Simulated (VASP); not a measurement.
# Ni (Im-3m) in VASP: further runs

Runs on Ni. Level: LDA. Tasks: single point.

Everything below comes from runs of VASP 6.6.1. Logs are shortened: lines on timing, memory, paths and dates and some standing lists are left out, and cuts for length are marked.

### Step 1. The cell of the first run

The structure is cubic, space group Im-3m (No. 229). The conventional cell has a = 2.767 Å, b = 2.767 Å, c = 2.767 Å, α = 90.00°, β = 90.00°, γ = 90.00°. Ni (site symmetry m-3m) has 14 Ni at 2.40 to 2.77 Å within 3.2 Å.

This isn't the form of Ni at room conditions, which is fcc.

### Step 2. Single point, LDA

INCAR

```
  PREC = Accurate
  ENCUT = 520
  EDIFF = 1E-6
  ISMEAR = -1
  SIGMA = 0.05
  LREAL = False
  LASPH = True
  NELM = 80
  ALGO = Normal
  ISIF = 2
  LWAVE = False
  LCHARG = True
  GGA = CA
  LELF = True
  LVHAR = True
  NBANDS = 17
```

KPOINTS

```
regular mesh
0
Gamma
  13 13 8
```

POSCAR

```
Ni
1.0
   -1.3837154700      1.3837154700      1.3837154700
    1.3837154700     -1.3837154700      1.3837154700
    2.7674309400      2.7674309400      0.0000000000
Ni
2
Direct
    0.0000000000      0.0000000000      0.0000000000
    0.5000000000      0.5000000000      0.5000000000
```

Potentials or basis: VASP PAW LDA potentials, release 64 (Ni).

Started as:

```console
$ cat potpaw_LDA.64/Ni/POTCAR > POTCAR
$ mpirun -np 1 vasp_std > vasp.out
```

OUTCAR:

```text
PREC = Accurate
   ENCUT = 520
   EDIFF = 1E-6
   ISMEAR = -1
   LREAL = False
   LASPH = True
   NELM = 80
   ISIF = 2
   GGA = CA

 ion  position               nearest neighbor table
   1  0.000  0.000  0.000-   2 2.40   2 2.40   2 2.40   2 2.40   2 2.77   2 2.77   2 2.77   2 2.77

   2  0.500  0.500  0.500-   1 2.40   1 2.40   1 2.40   1 2.40   1 2.77   1 2.77   1 2.77   1 2.77

  LATTYP: Found a base centered orthorhombic cell.
 ALAT       =     2.7674309400
 B/A-ratio  =     1.4142135624
 C/A-ratio  =     1.4142135624

  Lattice vectors:

 A1 = (  -1.3837154700,   1.3837154700,   1.3837154700)
 A2 = (   1.3837154700,  -1.3837154700,   1.3837154700)
 A3 = (   2.7674309400,   2.7674309400,   0.0000000000)

Analysis of symmetry for initial positions (statically):
=====================================================================
 Subroutine PRICEL returns following result:

  LATTYP: Found a body centered cubic cell.
 ALAT       =     2.7674309400

  Lattice vectors:

 A1 = (  -1.3837154700,   1.3837154700,  -1.3837154700)
 A2 = (  -1.3837154700,  -1.3837154700,   1.3837154700)
 A3 = (   1.3837154700,   1.3837154700,   1.3837154700)

   2 primitive cells build up your supercell.

 Routine SETGRP: Setting up the symmetry group for a
 base centered orthorhombic supercell.

 Subroutine GETGRP returns: Found  8 space group operations
 (whereof  8 operations were pure point group operations)
 out of a pool of  8 trial point group operations.

The static configuration has the point symmetry D_2h.

Analysis of symmetry for dynamics (positions and initial velocities):
=====================================================================
 Subroutine PRICEL returns following result:

  LATTYP: Found a body centered cubic cell.
 ALAT       =     2.7674309400

  Lattice vectors:

 A1 = (  -1.3837154700,   1.3837154700,  -1.3837154700)
 A2 = (  -1.3837154700,  -1.3837154700,   1.3837154700)
 A3 = (   1.3837154700,   1.3837154700,   1.3837154700)

   2 primitive cells build up your supercell.

 Routine SETGRP: Setting up the symmetry group for a
 base centered orthorhombic supercell.

 Subroutine GETGRP returns: Found  8 space group operations
 (whereof  8 operations were pure point group operations)
[... 93 lines left out ...]
   ICHARG =      2    charge: 1-file 2-atom 10-const
   ISPIN  =      1    spin polarized calculation?
   LNONCOLLINEAR =      F non collinear calculations
   LSORBIT =      F    spin-orbit coupling
   LASPH  =      T    aspherical Exc in radial PAW
   ENCUT  =  520.0 eV  38.22 Ry    6.18 a.u.   4.46  4.46  7.28*2*pi/ulx,y,z
   NELM   =     80;   NELMIN=  2; NELMDL= -5     # of ELM steps
   EDIFF  = 0.1E-05   stopping-criterion for ELM
   LREAL  =      F    real-space projection
   EDIFFG = 0.1E-04   stopping-criterion for IOM
   NSW    =      0    number of steps for IOM
   IBRION =     -1    ionic relax: 0-MD 1-quasi-New 2-CG
   NFREE  =      0    steps in history (QN), initial steepest desc. (CG)
   ISIF   =      2    stress and relaxation
   ISYM   =      2    0-nonsym 1-usesym 2-fastsym
   POTIM  = 0.5000    time-step for ionic-motion
   TEBEG  =    0.0;   TEEND  =   0.0 temperature during run
   PSTRESS=    0.0 pullay stress
   NELECT =      20.0000    total number of electrons
   NUPDOWN=      -1.0000    fix difference up-down
   EMIN   =  10.00;   EMAX   =-10.00  energy-range for DOS
   EFERMI =   0.00;   METHOD = LEGACY
   ISMEAR =    -1;   SIGMA  =   0.05  broadening in eV -4-tet -1-fermi 0-gaus
   EFERMI_NEDOS =   21; number of points for ismear=-14 and -15
   IALGO  =     38    algorithm
   IMIX   =      4    mixing-type and parameters
     AMIX     =   0.40;   BMIX     =  1.00
     AMIX_MAG =   1.60;   BMIX_MAG =  1.00
  volume/ion in A,a.u.               =      10.60        71.51
  Fermi-wavevector in a.u.,A,eV,Ry     =   1.605738  3.034405 35.081190  2.578395
  Thomas-Fermi vector in A             =   2.702037
   LORBIT       =      0    0 simple, 1 ext, 2 COOP (PROOUT), +10 PAW based schemes
   GGA     = CA    functional components
   LHFCALC =     F    Hartree Fock is set to
   AEXX    =    0.0000 exact exchange contribution
   IVDW    =     0    specifies the selected vdW correction
   LEPSILON=     F    determine dielectric tensor
   LRPA    =     F    only Hartree local field effects (RPA)
 non-spin polarized calculation
  energy-cutoff  :      520.00
  volume of cell :       21.19
 maximum number of plane-waves:       597
 NGX is ok and might be reduce to    18
   NGX =  9   NGY =  9   NGZ = 15

 number of electron      19.9999984 magnetization

 Free energy of the ion-electron system (eV)
  ---------------------------------------------------
  ext. energy  EPLUGINS =         0.00000000
  ---------------------------------------------------
  free energy    TOTEN  =       -12.93170431 eV

  energy without entropy =      -12.89901516  energy(sigma->0) =      -12.91535973

 E-fermi :   9.2456     XC(G=0): -13.7655

 val. band max:        9.2440847860   @ k =   0.0000   0.0000   0.2500
 cond. band min:       9.2456471319   @ k =  -0.3846   0.3846   0.2500
 fundamental gap:      0.0015623459
 Fermi energy:         9.2456264474

 k-point     1 :       0.0000    0.0000    0.0000
  band No.  band energies     occupation
      1       0.2641      2.00000
      2       4.7280      2.00000
      3       6.2657      2.00000
      4       7.2485      2.00000
      5       7.2516      2.00000
      6       7.2558      2.00000
[... 457 lines left out ...]
      4       6.2597      2.00000
      5       6.2858      2.00000
      6       7.1431      2.00000
[... 9 lines left out ...]
     16      21.7328      0.00000
     17      23.0800      0.00000

 [... further k-points ...]

------------------------ aborting loop because EDIFF is reached ----------------------------------------

  FORCE on cell =-STRESS in cart. coord.  units (eV):
  Direction    XX          YY          ZZ          XY          YZ          ZX
  --------------------------------------------------------------------------------------
  -------------------------------------------------------------------------------------
  Total       -1.5678529     -1.5678529     -1.5926000      0.0253236     -0.0000000     -0.0000000
  in kB     -118.5183277   -118.5183277   -120.3890336      1.9142781     -0.0000000     -0.0000000
  external PRESSURE =    -119.1418963 kB  Pullay stress =       0.0000000 kB

 VOLUME and BASIS-vectors are now :
 -----------------------------------------------------------------------------
  energy-cutoff  :      520.00
  volume of cell :       21.19
      direct lattice vectors                 reciprocal lattice vectors
    -1.383715470  1.383715470  1.383715470    -0.180672982  0.180672982  0.361345964
     1.383715470 -1.383715470  1.383715470     0.180672982 -0.180672982  0.361345964
     2.767430940  2.767430940  0.000000000     0.180672982  0.180672982  0.000000000

 POSITION                                       TOTAL-FORCE (eV/Angst)
 -----------------------------------------------------------------------------------
      0.00000      0.00000      0.00000        -0.000000      0.000000      0.000000
      1.38372      1.38372      1.38372         0.000000     -0.000000     -0.000000
 -----------------------------------------------------------------------------------
    total drift:                               -0.000000      0.000000     -0.000000

  FREE ENERGIE OF THE ION-ELECTRON SYSTEM (eV)
  ---------------------------------------------------
  free  energy   TOTEN  =       -12.9317043064 eV

  energy  without entropy=      -12.8990151599  energy(sigma->0) =      -12.91535973
```

OSZICAR:

```text
N       E                     dE             d eps       ncg     rms          rms(c)
DAV:   1     0.867491654883E+02    0.86749E+02   -0.93212E+03  8898   0.168E+03
DAV:   2    -0.117693836800E+02   -0.98519E+02   -0.92880E+02  8378   0.256E+02
DAV:   3    -0.150517354929E+02   -0.32824E+01   -0.31830E+01  9318   0.614E+01
DAV:   4    -0.150932414438E+02   -0.41506E-01   -0.41484E-01 10556   0.588E+00
DAV:   5    -0.150941551672E+02   -0.91372E-03   -0.91367E-03  9549   0.791E-01    0.141E+01
DAV:   6    -0.135967410614E+02    0.14974E+01   -0.11002E+01  8656   0.708E+01    0.793E+00
DAV:   7    -0.129758799378E+02    0.62086E+00   -0.22330E+00  8779   0.294E+01    0.251E+00
DAV:   8    -0.129357011262E+02    0.40179E-01   -0.21725E-02 13489   0.237E+00    0.681E-01
DAV:   9    -0.129318663858E+02    0.38347E-02   -0.11463E-03 10101   0.419E-01    0.920E-02
DAV:  10    -0.129316979472E+02    0.16844E-03   -0.73924E-05 11248   0.879E-02    0.347E-02
DAV:  11    -0.129317043179E+02   -0.63707E-05   -0.88624E-06  9333   0.309E-02    0.636E-03
DAV:  12    -0.129317043064E+02    0.11459E-07   -0.51361E-07  4891   0.108E-02
   1 F= -.12931704E+02 E0= -.12915360E+02  d E =-.326891E-01
```

Run time: 28 s. Hardware: 1 thread of Intel Xeon 6975P-C (Granite Rapids), shared host; peak memory 0.17 GiB.

What came out:

| Property | Result |
| --- | --- |
| Free energy | -12.9317 eV |
| Pressure | -11.9 GPa |
| Band gap on the k mesh | zero (bands 10 and 11 overlap by 0.85 eV) |

Levels at points of the mesh, in eV from the Fermi level:
```tsv
k point	band 7	band 8	band 9	band 10	band 11	band 12	band 13	band 14
(0.00, 0.00, 0.00)	-0.63	-0.56	-0.56	-0.40	0.34	0.41	6.92	19.42
(0.00, 0.00, 0.50)	-0.89	-0.89	-0.79	-0.79	-0.50	-0.50	16.11	16.11
```

Caveat: the cell stands under tension; the run has no spin polarisation, though such a crystal can be magnetic.

### Step 3. Single point, LDA, collinear spin, ferromagnetic start

INCAR

```
PREC = Accurate
ENCUT = 520
EDIFF = 1E-7
ISMEAR = -1
SIGMA = 0.05
LREAL = F
LASPH = T
NELM = 150
ALGO = Normal
ISIF = 2
LWAVE = F
LCHARG = F
ISPIN = 2
MAGMOM = 1.5 1.5
LORBIT = 11
LMAXMIX = 4
NBANDS = 21
```

KPOINTS is that of step 2.

POSCAR is that of step 2.

Potentials or basis: VASP PAW LDA potentials, release 64 (Ni).

Started as:

```console
$ cat potpaw_LDA.64/Ni/POTCAR > POTCAR
$ mpirun -np 1 vasp_std > vasp.out
```

Run time: 95 s. Hardware: 1 thread of Intel Xeon 6975P-C (Granite Rapids), shared host; peak memory 0.24 GiB.

The run converged. Its results:

- Free energy: -12.9352 eV
- Pressure: -10.8 GPa
- Net moment: 0.86 μB per cell
- Site moments: Ni +0.43 μB
- Valence electrons inside the program's atomic spheres: Ni 9.37

Stress tensor (GPa, compression positive):
```
-10.80  -0.11   0.00
 -0.11 -10.80   0.00
  0.00   0.00 -10.89
```

Levels at points of the mesh, in eV from the Fermi level:
Spin up:
```tsv
k point	band 7	band 8	band 9	band 10	band 11	band 12	band 13	band 14
(0.00, 0.00, 0.00)	-0.84	-0.77	-0.77	-0.61	0.14	0.30	6.78	19.39
(0.00, 0.00, 0.50)	-1.14	-1.14	-1.00	-1.00	-0.71	-0.71	16.04	16.04
```
Spin down:
| k point | band 6 | band 7 | band 8 | band 9 | band 10 | band 11 | band 12 | band 13 | band 14 | band 15 |
| --- | --- | --- | --- | --- | --- | --- | --- | --- | --- | --- |
| (0.00, 0.00, 0.00) | -1.78 | -0.44 | -0.39 | -0.39 | -0.22 | 0.34 | 0.65 | 7.04 | 19.41 | 20.44 |
| (0.00, 0.00, 0.50) | -1.94 | -0.67 | -0.67 | -0.61 | -0.61 | -0.33 | -0.33 | 16.16 | 16.16 | 22.44 |

Caveat: the cell stands under tension.

### Step 4. Single point, LDA, collinear spin, ferromagnetic start

Changes to INCAR since step 3:

```diff
@@ -16,2 +16,3 @@
 LMAXMIX = 4
+GGA = CA
 NBANDS = 21
```

KPOINTS

```
Automatic mesh
0
Gamma
  13 13 8
```

POSCAR is that of step 3.

Started as:

```console
$ cat potpaw_LDA.64/Ni/POTCAR > POTCAR
$ mpirun -np 1 vasp_std > vasp.out
```

Wall time 92 s (1 thread of Intel Xeon 6975P-C (Granite Rapids), shared host); peak memory 0.25 GiB.

Results (log left out):

```
Free energy                                           : -12.9352 eV
Pressure                                              : -10.8 GPa
Net moment                                            : 0.86 μB per cell
Site moments                                          : Ni +0.43 μB
Valence electrons inside the program's atomic spheres : Ni 9.37
```

Stress tensor (GPa, compression positive):
```
-10.80  -0.11   0.00
 -0.11 -10.80   0.00
  0.00   0.00 -10.89
```

Levels at points of the mesh, in eV from the Fermi level:
Spin up:
| k point | band 8 | band 9 | band 10 | band 11 | band 12 | band 13 |
| --- | --- | --- | --- | --- | --- | --- |
| (0.00, 0.00, 0.00) | -0.77 | -0.77 | -0.61 | 0.14 | 0.30 | 6.78 |
| (0.00, 0.00, 0.50) | -1.14 | -1.00 | -1.00 | -0.71 | -0.71 | 16.04 |
Spin down:
```
           k point  band 7  band 8  band 9  band 10  band 11  band 12  band 13  band 14
(0.00, 0.00, 0.00)   -0.44   -0.39   -0.39    -0.22     0.34     0.65     7.04    19.41
(0.00, 0.00, 0.50)   -0.67   -0.67   -0.61    -0.61    -0.33    -0.33    16.16    16.16
```

Caveat: the cell stands under tension.

### Step 5. Single point, LDA, collinear spin, antiferromagnetic start

INCAR

```
SYSTEM = Ni
PREC = Accurate
ENCUT = 520
EDIFF = 1E-7
ISMEAR = -1
SIGMA = 0.05
LREAL = .FALSE.
LASPH = .TRUE.
NELM = 150
ALGO = Normal
ISIF = 2
LWAVE = .FALSE.
LCHARG = .FALSE.
ISPIN = 2
MAGMOM = 1.5 -1.5
LORBIT = 11
LMAXMIX = 4
GGA = CA
NBANDS = 21
```

KPOINTS

```
regular mesh
0
G
  13 13 8
  0 0 0
```

POSCAR is that of step 4.

Started as:

```console
$ cat potpaw_LDA.64/Ni/POTCAR > POTCAR
$ mpirun -np 1 vasp_std > vasp.out
```

Wall time 81 s (1 thread of Intel Xeon 6975P-C (Granite Rapids), shared host); peak memory 0.24 GiB.

Results (log left out):

```yaml
Free_energy: -12.9317 eV
Pressure: -11.9 GPa
Band_gap_on_the_k_mesh: zero (filled and empty bands overlap)
Net_moment: 0.00 μB per cell
Valence_electrons_inside_the_program's_atomic_spheres: Ni 9.37
```

Stress tensor (GPa, compression positive):
```
-11.83   0.19   0.00
  0.19 -11.83   0.00
  0.00   0.00 -12.02
```

Levels at points of the mesh, in eV from the Fermi level:
Spin up:
| k point | band 8 | band 9 | band 10 | band 11 | band 12 | band 13 |
| --- | --- | --- | --- | --- | --- | --- |
| (0.00, 0.00, 0.00) | -0.56 | -0.56 | -0.40 | 0.34 | 0.41 | 6.92 |
| (0.00, 0.00, 0.50) | -0.89 | -0.79 | -0.79 | -0.50 | -0.50 | 16.11 |
Spin down:
```csv
k point,band 7,band 8,band 9,band 10,band 11,band 12,band 13,band 14
"(0.00, 0.00, 0.00)",-0.63,-0.56,-0.56,-0.40,0.34,0.41,6.92,19.42
"(0.00, 0.00, 0.50)",-0.89,-0.89,-0.79,-0.79,-0.50,-0.50,16.11,16.11
```

Caveat: the cell stands under tension.
